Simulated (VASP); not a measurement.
## Al16CN16 (a cell with a defect): single point with PBE

The system is Al16CN16 (a cell with a defect).

```xyz
33
Lattice="6.2595 0.0000 0.0000 -3.1298 5.4209 0.0000 0.0000 0.0000 10.0348" Properties=species:S:1:pos:R:3 pbc="T T T"
Al    1.3195    0.8552    2.5500
Al    0.0589    1.7625    5.0155
Al    1.5881    0.8619    7.5283
Al    0.0208    1.9113    9.9713
Al   -0.0268    3.7321    2.5043
Al   -1.4764    4.4080    5.0777
Al    0.0669    3.6147    7.5166
Al   -1.5681    4.5502   10.0224
Al    4.6238    1.2441    2.2395
Al    3.1840    1.5715    5.0584
Al    4.7362    0.8667    7.5429
Al    3.0599    1.8864   10.0280
Al    3.1632    3.6637    2.7040
Al    1.7302    4.3045    4.9713
Al    3.1799    3.5612    7.4979
Al    1.5913    4.6246   10.0338
N     1.5808    0.7995    4.4562
N    -0.0026    2.0122    1.7930
N     1.5328    0.9413    9.4148
N     0.0363    1.7794    6.9120
N     0.0741    3.5589    4.4094
N    -1.5945    4.5202    1.8723
N     0.0314    3.7184    9.4088
N    -1.4985    4.4755    6.9603
N     4.7567    0.8010    4.2746
N     2.9557    1.9327    1.9059
N     4.6770    1.0096    9.4412
N     3.1794    1.7086    6.9564
N     3.3414    3.3227    4.5999
N     1.4232    4.7723    1.9061
N     3.1053    3.6799    9.4065
N     1.6454    4.4828    6.8848
C    -0.8351   -0.1812    3.2827
```

| Property | Result |
| --- | --- |
| Program | VASP 6.6.1 |
| Task | single point |
| Functional | PBE |
| Potentials or basis | VASP PAW PBE potentials, release 64 (Al, N, C) |
| Cutoff | 520 eV |
| k mesh | 2 × 2 × 2, shifted |
| Occupations | fermi-dirac, width 0.01 eV |
| Spin | no spin polarisation |
| Dipole correction | no |
| Further INCAR settings | LREAL = Auto; ALGO = Normal; EDIFF = 1e-06; NBANDS = 88 |

The pressure is 3.7 GPa, the largest force is 0.368 eV/Å and the band gap on the k mesh is 2.56 eV.

Forces in eV/Å, atoms in the order of the input:
```
Al   0.121 -0.009 -0.111
Al  -0.118  0.090 -0.080
Al   0.114 -0.073 -0.064
Al  -0.080  0.097 -0.119
Al   0.087 -0.027 -0.088
Al  -0.179 -0.062 -0.089
Al   0.092 -0.066 -0.077
Al  -0.088  0.068 -0.078
Al   0.075 -0.143 -0.030
Al  -0.059  0.227 -0.076
Al   0.126 -0.057 -0.096
Al  -0.132  0.069 -0.094
Al   0.134 -0.140 -0.170
Al  -0.072 -0.016  0.043
Al   0.117 -0.039 -0.116
Al  -0.169 -0.007 -0.108
N    0.036 -0.038  0.026
N   -0.032  0.022  0.237
N    0.166 -0.068  0.126
N   -0.197  0.103  0.132
N    0.192 -0.143 -0.001
N   -0.066 -0.001  0.079
N    0.177 -0.123  0.000
N   -0.183  0.102  0.035
N    0.208  0.088  0.034
N   -0.157  0.163  0.082
N    0.182 -0.092  0.179
N   -0.185  0.070  0.047
N    0.286 -0.090  0.183
N   -0.200 -0.062  0.252
N    0.177 -0.122  0.087
N   -0.130  0.082  0.043
C   -0.246  0.195 -0.191
```

Stress tensor (GPa, compression positive):
```
 2.89 -2.22  2.08
-2.22  4.89 -4.62
 2.08 -4.62  3.34
```

Levels at points of the mesh, in eV from the valence-band top:
```csv
k point,band 64,band 65,band 66,band 67,band 68,band 69
"(0.25, 0.25, 0.25)",-2.41,-1.41,-0.03,2.91,3.24,3.57
```

Run time: 5.6 min on 1 thread of Intel(R) Xeon(R) 6975P-C (Granite Rapids) (shared host), peak memory 0.55 GiB.

Caveat: the k points lie up to 0.58 Å⁻¹ apart.
